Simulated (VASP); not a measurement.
Here is a VASP 6.6.1 calculation.

The input INCAR:

```
  PREC = Accurate
  ENCUT = 520
  EDIFF = 1E-6
  ISMEAR = 0
  SIGMA = 0.1
  LREAL = F
  LASPH = T
  NELM = 100
  ALGO = Normal
  ISIF = 2
  LWAVE = F
  LCHARG = F
  LDIPOL = T
  IDIPOL = 3
  DIPOL = 0.5 0.5 0.315
  GGA = PE
  NBANDS = 81
```

File KPOINTS:

```
Automatic mesh
0
Gamma
  5 5 1
```

POSCAR

```
Cu12O
1.0
    5.1319544654      0.0000000000      0.0000000000
    0.0000000000      5.1319544654      0.0000000000
    0.0000000000      0.0000000000     19.0279314150
Cu O
12 1
Direct
    0.2500000000      0.2500000000      0.2102172807
    0.2500000000      0.7500000000      0.2102172807
    0.7500000000      0.2500000000      0.2102172807
    0.7500000000      0.7500000000      0.2102172807
    0.0000000000      0.0000000000      0.3029241254
    0.0000000000      0.5000000000      0.3029241254
    0.5000000000      0.0000000000      0.3029241254
    0.5000000000      0.5000000000      0.3029241254
    0.2500000000      0.2500000000      0.3956253179
    0.2500000000      0.7500000000      0.3956253179
    0.7500000000      0.2500000000      0.3956253179
    0.7500000000      0.7500000000      0.3956253179
    0.3333333333      0.5000000000      0.4598786130
```

Potentials or basis: VASP PAW PBE potentials, release 64 (Cu, O).

Launch:

```sh
$ cat potpaw_PBE.64/Cu/POTCAR potpaw_PBE.64/O/POTCAR > POTCAR
$ mpirun -np 1 vasp_std > vasp.out
```

Question: Estimate the band gap on the k mesh.

Answer: Zero (band 69 reaches -0.82 eV, above the bottom of band 70 at -1.45 eV).

Question: Predict the largest force.

Answer: 0.738 eV/Å.

Forces on the atoms (eV/Å):
```
Cu   0.000  0.017 -0.050
Cu   0.000 -0.017 -0.050
Cu  -0.004 -0.035 -0.022
Cu  -0.004  0.035 -0.022
Cu   0.074  0.000  0.110
Cu  -0.125  0.000 -0.168
Cu  -0.040  0.000 -0.069
Cu   0.162  0.000 -0.395
Cu  -0.216 -0.668  0.227
Cu  -0.216  0.668  0.227
Cu  -0.071 -0.062  0.040
Cu  -0.071  0.062  0.040
O    0.512  0.000  0.134
```

With open d or f shells a metallic result of PBE can be an artefact of self-interaction; +U or a hybrid may open a gap.
